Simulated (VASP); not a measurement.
# Pt (Fm-3m) in VASP: a series of runs, part 2 of 3

VASP 6.6.1. Earlier steps stand in the parts before.

### Step 4. Single point, PBE

This run uses another cell than the first one, of 14.99 Å³/atom, 0.958 times its volume.

Input file INCAR:

```
ALGO = Normal ; EDIFF = 1E-6
ENCUT = 500 ; GGA = PE
GGA_COMPAT = False ; ISIF = 2
ISMEAR = 0 ; LASPH = True
LCHARG = False ; LREAL = False
LWAVE = False ; NBANDS = 11
NELM = 120 ; PREC = Accurate
SIGMA = 0.1
```

Input file KPOINTS:

```
k-points
0
Gamma
  8 8 8
```

Input file POSCAR:

```
Pt
1.0
    0.0000000000      1.9569520801      1.9569520801
    1.9569520801      0.0000000000      1.9569520801
    1.9569520801      1.9569520801      0.0000000000
Pt
1
Direct
    0.0000000000      0.0000000000      0.0000000000
```

Potentials or basis: VASP PAW PBE potentials, release 64 (Pt).

Started as:

```
cat potpaw_PBE.64/Pt/POTCAR > POTCAR
mpirun -np 1 vasp_std > vasp.out
```

OUTCAR:

```text
EDIFF = 1E-6
   ENCUT = 500
   GGA = PE
   ISIF = 2
   ISMEAR = 0
   LASPH = True
   LREAL = False
   NELM = 120
   PREC = Accurate

 ion  position               nearest neighbor table
   1  0.000  0.000  0.000-

  LATTYP: Found a face centered cubic cell.
 ALAT       =     3.9139041602

  Lattice vectors:

 A1 = (   0.0000000000,   1.9569520801,   1.9569520801)
 A2 = (   1.9569520801,   0.0000000000,   1.9569520801)
 A3 = (   1.9569520801,   1.9569520801,   0.0000000000)

Analysis of symmetry for initial positions (statically):
=====================================================================
 Subroutine PRICEL returns:
 Original cell was already a primitive cell.

 Routine SETGRP: Setting up the symmetry group for a
 face centered cubic supercell.

 Subroutine GETGRP returns: Found 48 space group operations
 (whereof 48 operations were pure point group operations)
 out of a pool of 48 trial point group operations.

The static configuration has the point symmetry O_h .

Analysis of symmetry for dynamics (positions and initial velocities):
=====================================================================
 Subroutine PRICEL returns:
 Original cell was already a primitive cell.

 Routine SETGRP: Setting up the symmetry group for a
 face centered cubic supercell.

 Subroutine GETGRP returns: Found 48 space group operations
 (whereof 48 operations were pure point group operations)
 out of a pool of 48 trial point group operations.

The dynamic configuration has the point symmetry O_h .

 Subroutine INISYM returns: Found 48 space group operations
 (whereof 48 operations are pure point group operations),
 and found     1 'primitive' translations

----------------------------------------------------------------------------------------

                                     Primitive cell

  volume of cell :      14.9889

  direct lattice vectors                    reciprocal lattice vectors
     0.000000000  1.956952080  1.956952080    -0.255499358  0.255499358  0.255499358
     1.956952080  0.000000000  1.956952080     0.255499358 -0.255499358  0.255499358
     1.956952080  1.956952080  0.000000000     0.255499358  0.255499358 -0.255499358

  length of vectors
     2.767548173  2.767548173  2.767548173     0.442537869  0.442537869  0.442537869

  position of ions in fractional coordinates (direct lattice)
     0.000000000  0.000000000  0.000000000

  ion indices of the primitive-cell ions
   primitive index   ion index
                 1           1

----------------------------------------------------------------------------------------

 KPOINTS: k-points

Automatic generation of k-mesh.
 Grid dimensions read from file:
 generate k-points for:    8    8    8

 Generating k-lattice:

  Cartesian coordinates                     Fractional coordinates (reciprocal lattice)
    -0.031937420  0.031937420  0.031937420     0.125000000  0.000000000  0.000000000
     0.031937420 -0.031937420  0.031937420     0.000000000  0.125000000  0.000000000
     0.031937420  0.031937420 -0.031937420     0.000000000  0.000000000  0.125000000

  Length of vectors
     0.055317234  0.055317234  0.055317234

  Shift w.r.t. Gamma in fractional coordinates (k-lattice)
     0.000000000  0.000000000  0.000000000

 Subroutine IBZKPT returns following result:
 ===========================================

 Found     29 irreducible k-points:

 Following reciprocal coordinates:
            Coordinates               Weight
  0.000000  0.000000  0.000000      1.000000
  0.125000  0.000000  0.000000      8.000000
  0.250000  0.000000  0.000000      8.000000
  0.375000  0.000000  0.000000      8.000000
  0.500000  0.000000  0.000000      4.000000
  0.125000  0.125000  0.000000      6.000000
[... 16 lines left out ...]
  0.500000  0.250000  0.125000     48.000000
 -0.375000  0.250000  0.125000     24.000000
 [... further k-points ...]
   k-points           NKPTS =     29   k-points in BZ     NKDIM =     29   number of bands    NBANDS=     11
   number of dos      NEDOS =    301   number of ions     NIONS =      1
   total plane-waves  NPLWV =   8000
   dimension x,y,z NGX =    20 NGY =   20 NGZ =   20
   dimension x,y,z NGXF=    40 NGYF=   40 NGZF=   40
   ions per type =               1
   NGX,Y,Z   is equivalent  to a cutoff of  12.01, 12.01, 12.01 a.u.
   NGXF,Y,Z  is equivalent  to a cutoff of  24.03, 24.03, 24.03 a.u.
 SYSTEM =  unknown system
   PREC   = accura    normal or accurate (medium, high low for compatibility)
   ISTART =      0    job   : 0-new  1-cont  2-samecut
   ICHARG =      2    charge: 1-file 2-atom 10-const
   ISPIN  =      1    spin polarized calculation?
   LNONCOLLINEAR =      F non collinear calculations
   LSORBIT =      F    spin-orbit coupling
   LASPH  =      T    aspherical Exc in radial PAW
   ENCUT  =  500.0 eV  36.75 Ry    6.06 a.u.   5.05  5.05  5.05*2*pi/ulx,y,z
   NELM   =    120;   NELMIN=  2; NELMDL= -5     # of ELM steps
   EDIFF  = 0.1E-05   stopping-criterion for ELM
   LREAL  =      F    real-space projection
   EDIFFG = 0.1E-04   stopping-criterion for IOM
   NSW    =      0    number of steps for IOM
   IBRION =     -1    ionic relax: 0-MD 1-quasi-New 2-CG
   NFREE  =      0    steps in history (QN), initial steepest desc. (CG)
   ISIF   =      2    stress and relaxation
   ISYM   =      2    0-nonsym 1-usesym 2-fastsym
   POTIM  = 0.5000    time-step for ionic-motion
   TEBEG  =    0.0;   TEEND  =   0.0 temperature during run
   PSTRESS=    0.0 pullay stress
   NELECT =      10.0000    total number of electrons
   NUPDOWN=      -1.0000    fix difference up-down
   EMIN   =  10.00;   EMAX   =-10.00  energy-range for DOS
   EFERMI =   0.00;   METHOD = LEGACY
   ISMEAR =     0;   SIGMA  =   0.10  broadening in eV -4-tet -1-fermi 0-gaus
   EFERMI_NEDOS =   21; number of points for ismear=-14 and -15
   IALGO  =     38    algorithm
   IMIX   =      4    mixing-type and parameters
     AMIX     =   0.40;   BMIX     =  1.00
     AMIX_MAG =   1.60;   BMIX_MAG =  1.00
  volume/ion in A,a.u.               =      14.99       101.15
  Fermi-wavevector in a.u.,A,eV,Ry     =   1.430489  2.703233 27.841600  2.046300
  Thomas-Fermi vector in A             =   2.550329
   LORBIT       =      0    0 simple, 1 ext, 2 COOP (PROOUT), +10 PAW based schemes
   GGA     = PE    functional components
   LHFCALC =     F    Hartree Fock is set to
   AEXX    =    0.0000 exact exchange contribution
   IVDW    =     0    specifies the selected vdW correction
   LEPSILON=     F    determine dielectric tensor
   LRPA    =     F    only Hartree local field effects (RPA)
 non-spin polarized calculation
 Gauss-broadening in eV      SIGMA  =   0.10
  energy-cutoff  :      500.00
  volume of cell :       14.99
 maximum number of plane-waves:       392
   NGX =  9   NGY =  9   NGZ =  9

 number of electron      10.0000001 magnetization

 Free energy of the ion-electron system (eV)
  ---------------------------------------------------
  ext. energy  EPLUGINS =         0.00000000
  ---------------------------------------------------
  free energy    TOTEN  =        -6.06741758 eV

  energy without entropy =       -6.05861238  energy(sigma->0) =       -6.06301498

 E-fermi :  11.3155     XC(G=0): -13.5346

 val. band max:       11.1738710743   @ k =  -0.3750   0.3750   0.0000
 cond. band min:      11.3175857460   @ k =  -0.2500   0.1250   0.0000
 fundamental gap:      0.1437146717
 Fermi energy:        11.3155334965

 k-point     1 :       0.0000    0.0000    0.0000
  band No.  band energies     occupation
      1       1.0979      2.00000
      2       7.5295      2.00000
      3       7.5295      2.00000
      4       7.5295      2.00000
      5       9.7008      2.00000
      6       9.7008      2.00000
      7      26.0105      0.00000
      8      31.0093      0.00000
      9      31.0093      0.00000
     10      31.0093      0.00000
     11      36.3849      0.00000

 k-point     2 :       0.1250    0.0000    0.0000
  band No.  band energies     occupation
      1       1.7121      2.00000
      2       7.2852      2.00000
      3       7.7502      2.00000
      4       7.7502      2.00000
      5       9.5986      2.00000
      6       9.5986      2.00000
      7      26.9116      0.00000
      8      28.5493      0.00000
      9      31.9582      0.00000
     10      31.9582      0.00000
     11      37.7299      0.00000
[... 295 lines left out ...]
 k-point    24 :      -0.3750    0.2500    0.1250
  band No.  band energies     occupation
      1       5.2655      2.00000
      2       6.4932      2.00000
      3       7.8787      2.00000
      4       8.6373      2.00000
      5      11.1550      1.97680
      6      15.8126      0.00000
      7      16.9245      0.00000
      8      26.1647      0.00000
      9      26.4997      0.00000
     10      30.5852      0.00000
     11      37.6418      0.00000

 [... further k-points ...]
[... 5 lines left out ...]
  --------------------------------------------------------------------------------------
  -------------------------------------------------------------------------------------
  Total        1.0028408      1.0028408      1.0028408     -0.0000000      0.0000000      0.0000000
  in kB      107.1943774    107.1943774    107.1943774     -0.0000000      0.0000000      0.0000000
  external PRESSURE =     107.1943774 kB  Pullay stress =       0.0000000 kB

 VOLUME and BASIS-vectors are now :
 -----------------------------------------------------------------------------
  energy-cutoff  :      500.00
  volume of cell :       14.99
      direct lattice vectors                 reciprocal lattice vectors
     0.000000000  1.956952080  1.956952080    -0.255499358  0.255499358  0.255499358
     1.956952080  0.000000000  1.956952080     0.255499358 -0.255499358  0.255499358
     1.956952080  1.956952080  0.000000000     0.255499358  0.255499358 -0.255499358

 POSITION                                       TOTAL-FORCE (eV/Angst)
 -----------------------------------------------------------------------------------
      0.00000      0.00000      0.00000         0.000000      0.000000      0.000000
 -----------------------------------------------------------------------------------
    total drift:                                0.000000      0.000000      0.000000

  FREE ENERGIE OF THE ION-ELECTRON SYSTEM (eV)
  ---------------------------------------------------
  free  energy   TOTEN  =        -6.0674175843 eV

  energy  without entropy=       -6.0586123814  energy(sigma->0) =       -6.06301498
```

It took 3.3 s on 1 thread of Intel Xeon 6975P-C (Granite Rapids), shared host; peak memory 0.12 GiB.

What came out:

* Free energy: -6.0674 eV
* Pressure: 10.7 GPa
* Band gap on the k mesh: zero (band 5 reaches 11.85 eV, above the bottom of band 6 at 9.60 eV)

Levels at points of the mesh, in eV from the Fermi level:
| k point | band 1 | band 2 | band 3 | band 4 | band 5 | band 6 | band 7 | band 8 | band 9 | band 10 |
| --- | --- | --- | --- | --- | --- | --- | --- | --- | --- | --- |
| (0.00, 0.00, 0.00) | -10.22 | -3.79 | -3.79 | -3.79 | -1.61 | -1.61 | 14.69 | 19.69 | 19.69 | 19.69 |
| (0.50, 0.00, 0.00) | -7.34 | -3.85 | -3.85 | -0.43 | 0.07 | 0.07 | 5.94 | 14.27 | 19.09 | 19.09 |
| (0.50, 0.50, 0.00) | -7.09 | -6.64 | 0.04 | 0.53 | 0.53 | 1.84 | 9.00 | 11.48 | 11.48 | 20.29 |

Caveat: spin-orbit coupling is left out, which moves the levels of the heavy elements.

### Step 5. Single point, PBE

Input file INCAR:

```
ALGO     = Normal         # electronic algorithm
EDIFF    = 1E-6           # SCF threshold, eV
ENCUT    = 500            # plane-wave cutoff, eV
GGA      = PE             # functional
GGA_COMPAT= F            
ISIF     = 2              # what is computed and relaxed
ISMEAR   = 0              # smearing method
LASPH    = T              # aspherical terms in the spheres
LCHARG   = F              # write CHGCAR
LREAL    = F              # projectors in reciprocal space
LWAVE    = F              # write WAVECAR
NBANDS   = 11             # bands
NELM     = 120            # most SCF steps
PREC     = Accurate       # precision mode
SIGMA    = 0.1            # smearing width, eV
```

KPOINTS is that of step 4.

Input file POSCAR:

```
Pt
1.0
    0.0000000000      1.9837944849      1.9837944849
    1.9837944849      0.0000000000      1.9837944849
    1.9837944849      1.9837944849      0.0000000000
Pt
1
Direct
    0.0000000000      0.0000000000      0.0000000000
```

Potentials or basis: VASP PAW PBE potentials, release 64 (Pt).

Started as:

```
cat potpaw_PBE.64/Pt/POTCAR > POTCAR
mpirun -np 1 vasp_std > vasp.out
```

OUTCAR:

```text
EDIFF = 1E-6
   ENCUT = 500
   GGA = PE
   ISIF = 2
   ISMEAR = 0
   LASPH = T
   LREAL = F
   NELM = 120
   PREC = Accurate

 ion  position               nearest neighbor table
   1  0.000  0.000  0.000-

  LATTYP: Found a face centered cubic cell.
 ALAT       =     3.9675889698

  Lattice vectors:

 A1 = (   0.0000000000,   1.9837944849,   1.9837944849)
 A2 = (   1.9837944849,   0.0000000000,   1.9837944849)
 A3 = (   1.9837944849,   1.9837944849,   0.0000000000)

Analysis of symmetry for initial positions (statically):
=====================================================================
 Subroutine PRICEL returns:
 Original cell was already a primitive cell.

 Routine SETGRP: Setting up the symmetry group for a
 face centered cubic supercell.

 Subroutine GETGRP returns: Found 48 space group operations
 (whereof 48 operations were pure point group operations)
 out of a pool of 48 trial point group operations.

The static configuration has the point symmetry O_h .

Analysis of symmetry for dynamics (positions and initial velocities):
=====================================================================
[... 159 lines left out ...]
 cond. band min:      10.5434534660   @ k =  -0.2500   0.1250   0.0000
 fundamental gap:      0.1388653402
 Fermi energy:        10.5353175667

 k-point     1 :       0.0000    0.0000    0.0000
  band No.  band energies     occupation
      1       0.7778      2.00000
      2       6.9984      2.00000
      3       6.9984      2.00000
      4       6.9984      2.00000
      5       9.0268      2.00000
      6       9.0268      2.00000
      7      25.3447      0.00000
      8      30.1120      0.00000
      9      30.1120      0.00000
     10      30.1120      0.00000
     11      35.3395      0.00000
[... 309 lines left out ...]
 k-point    24 :      -0.3750    0.2500    0.1250
  band No.  band energies     occupation
      1       4.8529      2.00000
      2       6.0411      2.00000
      3       7.3363      2.00000
      4       8.0446      2.00000
      5      10.3876      1.96325
      6      14.9293      0.00000
      7      15.8962      0.00000
      8      24.9971      0.00000
      9      25.4891      0.00000
     10      29.5755      0.00000
     11      36.4165      0.00000

 [... further k-points ...]
[... 5 lines left out ...]
  --------------------------------------------------------------------------------------
  -------------------------------------------------------------------------------------
  Total       -0.0658888     -0.0658888     -0.0658888      0.0000000      0.0000000      0.0000000
  in kB       -6.7608636     -6.7608636     -6.7608636      0.0000000      0.0000000      0.0000000
  external PRESSURE =      -6.7608636 kB  Pullay stress =       0.0000000 kB

 VOLUME and BASIS-vectors are now :
 -----------------------------------------------------------------------------
  energy-cutoff  :      500.00
  volume of cell :       15.61
      direct lattice vectors                 reciprocal lattice vectors
     0.000000000  1.983794485  1.983794485    -0.252042237  0.252042237  0.252042237
     1.983794485  0.000000000  1.983794485     0.252042237 -0.252042237  0.252042237
     1.983794485  1.983794485  0.000000000     0.252042237  0.252042237 -0.252042237

 POSITION                                       TOTAL-FORCE (eV/Angst)
 -----------------------------------------------------------------------------------
      0.00000      0.00000      0.00000         0.000000      0.000000     -0.000000
 -----------------------------------------------------------------------------------
    total drift:                                0.000000     -0.000000     -0.000000

  FREE ENERGIE OF THE ION-ELECTRON SYSTEM (eV)
  ---------------------------------------------------
  free  energy   TOTEN  =        -6.0865383556 eV

  energy  without entropy=       -6.0770050338  energy(sigma->0) =       -6.08177169
```

stdout:

```text
POSCAR found type information on POSCAR Pt
 POSCAR found :  1 types and       1 ions
 scaLAPACK will be used
 LDA part: xc-table for (Slater+PW92), standard interpolation
 POSCAR, INCAR and KPOINTS ok, starting setup
 FFT: planning ... GRIDC
 FFT: planning ... GRID_SOFT
 FFT: planning ... GRID
 WAVECAR not read
 entering main loop
```

Run time: 2.7 s. Hardware: 1 thread of Intel Xeon 6975P-C (Granite Rapids), shared host; peak memory 0.12 GiB.

What came out:

| Item | Value |
| --- | --- |
| Free energy | -6.0865 eV |
| Pressure | -0.7 GPa |
| Band gap on the k mesh | zero (band 5 reaches 11.03 eV, above the bottom of band 6 at 8.93 eV) |

Levels at points of the mesh, in eV from the Fermi level:
```
           k point  band 2  band 3  band 4  band 5  band 6  band 7  band 8  band 9
(0.00, 0.00, 0.00)   -3.54   -3.54   -3.54   -1.51   -1.51   14.81   19.58   19.58
(0.50, 0.00, 0.00)   -3.59   -3.59   -0.26    0.07    0.07    5.63   14.37   18.81
(0.50, 0.50, 0.00)   -6.21    0.03    0.49    0.49    1.92    8.56   11.36   11.36
```

Caveat: spin-orbit coupling is left out, which moves the levels of the heavy elements.

[end of part 2 of 3]
